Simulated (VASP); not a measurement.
# Ge (I4_1/amd) in VASP: elastic constants with PBEsol

Aim: the elastic constants of Ge with PBEsol.

Everything below comes from runs of VASP 6.6.1. Logs are shortened: lines on timing, memory, paths and dates and some standing lists are left out, and cuts for length are marked.

### 1 The cell of the first run

The structure is tetragonal, space group I4_1/amd (No. 141). Conventional cell: a = 5.149 Å, b = 5.149 Å, c = 2.795 Å, α = 90.00°, β = 90.00°, γ = 90.00°. Ge (site symmetry -4m2) has 10 Ge at 2.67 to 3.32 Å within 3.5 Å.

### 2 Elastic constants, PBEsol

The input, INCAR:

```
SYSTEM = Ge
PREC = Accurate
ENCUT = 600
EDIFF = 1E-8
ISMEAR = -1
SIGMA = 0.05
LREAL = .FALSE.
LASPH = .TRUE.
NELM = 60
ALGO = Fast
ISIF = 3
LWAVE = .FALSE.
LCHARG = .FALSE.
GGA = PS
IBRION = 6
NFREE = 2
POTIM = 0.015
NSW = 1
```

The input, KPOINTS:

```
regular mesh
0
G
  10 10 10
  0 0 0
```

The input, POSCAR:

```
Ge
1.0
   -2.5744897190      2.5744897190      1.3974126432
    2.5744897190     -2.5744897190      1.3974126432
    2.5744897190      2.5744897190     -1.3974126432
Ge
2
Direct
    0.5000000000      0.5000000000      0.0000000000
    0.2500000000      0.7500000000      0.5000000000
```

Potentials or basis: VASP PAW PBE potentials, release 64 (Ge_d).

Command:

```
$ cat potpaw_PBE.64/Ge_d/POTCAR > POTCAR
$ mpirun -np 1 vasp_std > vasp.out
```

OUTCAR:

```text
SYSTEM = Ge
   PREC = Accurate
   ENCUT = 600
   EDIFF = 1E-8
   ISMEAR = -1
   LREAL = .FALSE.
   LASPH = .TRUE.
   NELM = 60
   ISIF = 3
   GGA = PS
   IBRION = 6
   NFREE = 2
   POTIM = 0.015
   NSW = 1

 ion  position               nearest neighbor table
   1  0.500  0.500  0.000-   2 2.67   2 2.67   2 2.67   2 2.67
   2  0.250  0.750  0.500-   1 2.67   1 2.67   1 2.67   1 2.67

  LATTYP: Found a body centered tetragonal cell.
 ALAT       =     5.1489794380
 C/A-ratio  =     0.5427920853

  Lattice vectors:

 A1 = (  -2.5744897190,   2.5744897190,   1.3974126432)
 A2 = (   2.5744897190,  -2.5744897190,   1.3974126432)
 A3 = (   2.5744897190,   2.5744897190,  -1.3974126432)

Analysis of symmetry for initial positions (statically):
=====================================================================
 Subroutine PRICEL returns:
 Original cell was already a primitive cell.

 Routine SETGRP: Setting up the symmetry group for a
 body centered tetragonal supercell.

 Subroutine GETGRP returns: Found 16 space group operations
 (whereof  8 operations were pure point group operations)
 out of a pool of 16 trial point group operations.

The static configuration has the point symmetry D_2d.
 The point group associated with its full space group is D_4h.

Analysis of symmetry for dynamics (positions and initial velocities):
=====================================================================
 Subroutine PRICEL returns:
 Original cell was already a primitive cell.

 Routine SETGRP: Setting up the symmetry group for a
 body centered tetragonal supercell.

 Subroutine GETGRP returns: Found 16 space group operations
 (whereof  8 operations were pure point group operations)
 out of a pool of 16 trial point group operations.

The dynamic configuration has the point symmetry D_2d.
 The point group associated with its full space group is D_4h.

 Subroutine INISYM returns: Found 16 space group operations
 (whereof  8 operations are pure point group operations),
 and found     1 'primitive' translations

----------------------------------------------------------------------------------------

                                     Primitive cell

  volume of cell :      37.0482

  direct lattice vectors                    reciprocal lattice vectors
    -2.574489719  2.574489719  1.397412643     0.000000000  0.194213244  0.357804119
     2.574489719 -2.574489719  1.397412643     0.194213244  0.000000000  0.357804119
     2.574489719  2.574489719 -1.397412643     0.194213244  0.194213244  0.000000000

  length of vectors
     3.899840602  3.899840602  3.899840602     0.407114937  0.407114937  0.274659004

  position of ions in fractional coordinates (direct lattice)
     0.500000000  0.500000000  0.000000000
     0.250000000  0.750000000  0.500000000

  ion indices of the primitive-cell ions
   primitive index   ion index
                 1           1
                 2           2

----------------------------------------------------------------------------------------

 KPOINTS: regular mesh

Automatic generation of k-mesh.
 Grid dimensions read from file:
 generate k-points for:   10   10   10

 Generating k-lattice:

  Cartesian coordinates                     Fractional coordinates (reciprocal lattice)
     0.000000000  0.019421324  0.035780412     0.100000000  0.000000000  0.000000000
     0.019421324  0.000000000  0.035780412     0.000000000  0.100000000  0.000000000
     0.019421324  0.019421324  0.000000000     0.000000000  0.000000000  0.100000000

  Length of vectors
     0.040711494  0.040711494  0.027465900

  Shift w.r.t. Gamma in fractional coordinates (k-lattice)
     0.000000000  0.000000000  0.000000000

 Subroutine IBZKPT returns following result:
 ===========================================

 Found    102 irreducible k-points:

 Following reciprocal coordinates:
            Coordinates               Weight
  0.000000  0.000000  0.000000      1.000000
  0.100000  0.000000  0.000000      8.000000
  0.200000  0.000000  0.000000      8.000000
  0.300000  0.000000 -0.000000      8.000000
  0.400000  0.000000 -0.000000      8.000000
[... 48 lines left out ...]
   PSTRESS=    0.0 pullay stress
   NELECT =      28.0000    total number of electrons
   NUPDOWN=      -1.0000    fix difference up-down
   EMIN   =  10.00;   EMAX   =-10.00  energy-range for DOS
   EFERMI =   0.00;   METHOD = LEGACY
   ISMEAR =    -1;   SIGMA  =   0.05  broadening in eV -4-tet -1-fermi 0-gaus
   EFERMI_NEDOS =   21; number of points for ismear=-14 and -15
   IALGO  =     68    algorithm
   IMIX   =      4    mixing-type and parameters
     AMIX     =   0.40;   BMIX     =  1.00
     AMIX_MAG =   1.60;   BMIX_MAG =  1.00
  volume/ion in A,a.u.               =      18.52       125.01
  Fermi-wavevector in a.u.,A,eV,Ry     =   1.491209  2.817976 30.255333  2.223704
  Thomas-Fermi vector in A             =   2.603893
   LORBIT       =      0    0 simple, 1 ext, 2 COOP (PROOUT), +10 PAW based schemes
   GGA     = PS    functional components
   LHFCALC =     F    Hartree Fock is set to
   AEXX    =    0.0000 exact exchange contribution
   IVDW    =     0    specifies the selected vdW correction
   LEPSILON=     F    determine dielectric tensor
   LRPA    =     F    only Hartree local field effects (RPA)
 finite differences with symmetry
 non-spin polarized calculation
 RMM-DIIS sequential band-by-band and
  energy-cutoff  :      600.00
  volume of cell :       37.05
 maximum number of plane-waves:      1258
   NGX = 15   NGY = 15   NGZ = 15

--------------------------------------- Ionic step        1  -------------------------------------------

 number of electron      28.0000000 magnetization

 Free energy of the ion-electron system (eV)
  ---------------------------------------------------
  ext. energy  EPLUGINS =         0.00000000
  ---------------------------------------------------
  free energy    TOTEN  =        -9.53719648 eV

  energy without entropy =       -9.53081136  energy(sigma->0) =       -9.53400392

------------------------ aborting loop because EDIFF is reached ----------------------------------------

  FORCE on cell =-STRESS in cart. coord.  units (eV):
  Direction    XX          YY          ZZ          XY          YZ          ZX
  --------------------------------------------------------------------------------------
  -------------------------------------------------------------------------------------
  Total       -0.1768984     -0.1768984     -0.0960209      0.0000000      0.0000000      0.0000000
  in kB       -7.6501067     -7.6501067     -4.1524984      0.0000000      0.0000000      0.0000000
  external PRESSURE =      -6.4842373 kB  Pullay stress =       0.0000000 kB
[... 89 lines left out ...]
  FREE ENERGIE OF THE ION-ELECTRON SYSTEM (eV)
  ---------------------------------------------------
  free  energy   TOTEN  =        -9.5363714167 eV

  energy  without entropy=       -9.5306978039  energy(sigma->0) =       -9.53353461

[... ionic steps 4 to 14 ...]

--------------------------------------- Ionic step       15  -------------------------------------------

 number of electron      28.0000001 magnetization

------------------------ aborting loop because EDIFF is reached ----------------------------------------
[... 67 lines left out ...]
--------------------------------------- Ionic step       17  -------------------------------------------

 number of electron      28.0000005 magnetization

 Free energy of the ion-electron system (eV)
  ---------------------------------------------------
  ext. energy  EPLUGINS =         0.00000000
  ---------------------------------------------------
  free energy    TOTEN  =        -9.53713672 eV

  energy without entropy =       -9.53075596  energy(sigma->0) =       -9.53394634

 E-fermi :   6.6915     XC(G=0): -11.4690

 val. band max:        6.6882800072   @ k =   0.3000  -0.2000   0.2000
 cond. band min:       6.6948099696   @ k =  -0.3000   0.3000   0.0000
 fundamental gap:      0.0065299624
 Fermi energy:         6.6914673328

 k-point     1 :       0.0000    0.0000    0.0000
  band No.  band energies     occupation
      1     -18.0130      2.00000
      2     -17.9678      2.00000
      3     -17.9372      2.00000
      4     -17.9356      2.00000
      5     -17.8316      2.00000
      6     -17.8269      2.00000
[... 481 lines left out ...]
      5     -17.8587      2.00000
      6     -17.8251      2.00000
[... 10 lines left out ...]
     17      12.3498      0.00000
     18      13.1410      0.00000

 [... further k-points ...]
[... 5 lines left out ...]
  --------------------------------------------------------------------------------------
  -------------------------------------------------------------------------------------
  Total       -0.1569713     -0.2078323     -0.1021649      0.0000000      0.0000000      0.0000000
  in kB       -6.7883427     -8.9878650     -4.4181975      0.0000000      0.0000000      0.0000000
  external PRESSURE =      -6.7314684 kB  Pullay stress =       0.0000000 kB
[... 17 lines left out ...]
  FREE ENERGIE OF THE ION-ELECTRON SYSTEM (eV)
  ---------------------------------------------------
  free  energy   TOTEN  =        -9.5371367235 eV

  energy  without entropy=       -9.5307559644  energy(sigma->0) =       -9.53394634

 INTERNAL STRAIN TENSORS FROM STRAINED CELLS
 ============================================

 INTERNAL STRAIN TENSOR FOR ION    1 for displacements in x,y,z  (eV/Angst):
          X           Y           Z          XY          YZ          ZX
  --------------------------------------------------------------------------------
  x     0.00000     0.00000     0.00000     0.00000     0.00000    -1.24654
  y    -0.00000    -0.00000    -0.00000     0.00000     1.24342     0.00000
  z    -1.79373     1.79352     0.00000     0.00007     0.00009     0.00004

 INTERNAL STRAIN TENSORS FROM DISPLACED ATOMS
 ============================================

 INTERNAL STRAIN TENSOR FOR ION    1 for displacements in x,y,z  (eV/Angst):
          X           Y           Z          XY          YZ          ZX
  --------------------------------------------------------------------------------
  x     0.00000     0.00000     0.00000     0.00000     0.00000    -1.31518
  y     0.00000     0.00000     0.00000     0.00000     1.31519     0.00000
  z    -1.69623     1.69623     0.00000     0.00000     0.00000     0.00000

 INTERNAL STRAIN TENSOR FOR ION    2 for displacements in x,y,z  (eV/Angst):
          X           Y           Z          XY          YZ          ZX
  --------------------------------------------------------------------------------
  x     0.00000     0.00000     0.00000     0.00000     0.00000     1.31518
  y     0.00000     0.00000     0.00000     0.00000    -1.31519     0.00000
  z     1.69623    -1.69623     0.00000     0.00000     0.00000     0.00000

 Eigenvectors and eigenvalues of the dynamical matrix
 ----------------------------------------------------

   1 f  =    5.210120 THz    32.736152 2PiTHz  173.790907 cm-1    21.547317 meV
             X         Y         Z           dx          dy          dz
      0.000000  0.000000  1.397413     0.121049   -0.696669   -0.000000
      2.574490  0.000000  0.698706    -0.121049    0.696669   -0.000000
[... 16 lines left out ...]
   5 f  =    0.000000 THz     0.000000 2PiTHz    0.000002 cm-1     0.000000 meV
             X         Y         Z           dx          dy          dz
      0.000000  0.000000  1.397413     0.707107   -0.000000    0.000000
      2.574490  0.000000  0.698706     0.707107   -0.000000    0.000000

   6 f/i=    0.000000 THz     0.000000 2PiTHz    0.000000 cm-1     0.000000 meV
             X         Y         Z           dx          dy          dz
      0.000000  0.000000  1.397413    -0.000000   -0.268452   -0.654166
      2.574490  0.000000  0.698706    -0.000000   -0.268452   -0.654166

--------------------------------------------------------------------------------------------------------

 ELASTIC MODULI CONTR FROM IONIC RELAXATION (kBar)
 Direction    XX          YY          ZZ          XY          YZ          ZX
 --------------------------------------------------------------------------------
 XX        -215.0544    215.0544      0.0000      0.0000     -0.0000      0.0000
 YY         215.0544   -215.0544      0.0000      0.0000      0.0000      0.0000
 ZZ           0.0000      0.0000      0.0000      0.0000      0.0000      0.0000
 XY           0.0000      0.0000      0.0000      0.0000      0.0000      0.0000
 YZ          -0.0000      0.0000      0.0000      0.0000    -18.5506      0.0000
 ZX           0.0000      0.0000      0.0000      0.0000      0.0000    -18.5505
 --------------------------------------------------------------------------------

 TOTAL ELASTIC MODULI (kBar)
 Direction    XX          YY          ZZ          XY          YZ          ZX
 --------------------------------------------------------------------------------
 XX        1179.6622    508.4655    701.9869      0.0000     -0.0000      0.0000
 YY         508.4655   1179.6622    701.9869      0.0000      0.0000      0.0000
 ZZ         701.9869    701.9869    986.7697      0.0000      0.0000      0.0000
 XY           0.0000      0.0000      0.0000    625.2782     -0.0000      0.0000
 YZ          -0.0000      0.0000      0.0000     -0.0000    535.6934      0.0000
 ZX           0.0000      0.0000      0.0000      0.0000      0.0000    535.6933
 --------------------------------------------------------------------------------
```

Run time: 1.7 h. Hardware: 1 thread of Oxide Virtual Turin-like, shared host; peak memory 0.44 GiB.

What came out:

* Voigt bulk modulus: 80 GPa
* Highest phonon frequency at Γ: 174 cm⁻¹

Phonon frequencies in cm⁻¹ (negative: imaginary):
```tsv
q point	frequencies
(0.000, 0.000, 0.000)	0 0 0 66 174 174
```

Elastic tensor in Voigt notation (GPa, in the Cartesian axes of the cell as first typed):
```
118  51  70   0   0   0
 51 118  70   0   0   0
 70  70  99   0   0   0
  0   0   0  54   0   0
  0   0   0   0  54   0
  0   0   0   0   0  63
```

Clamped-ion elastic tensor (GPa):
```
139  29  70   0   0   0
 29 139  70   0   0   0
 70  70  99   0   0   0
  0   0   0  55   0   0
  0   0   0   0  55   0
  0   0   0   0   0  63
```

Caveat: the PAW data sets were made with another functional, which shifts forces and pressure a little.
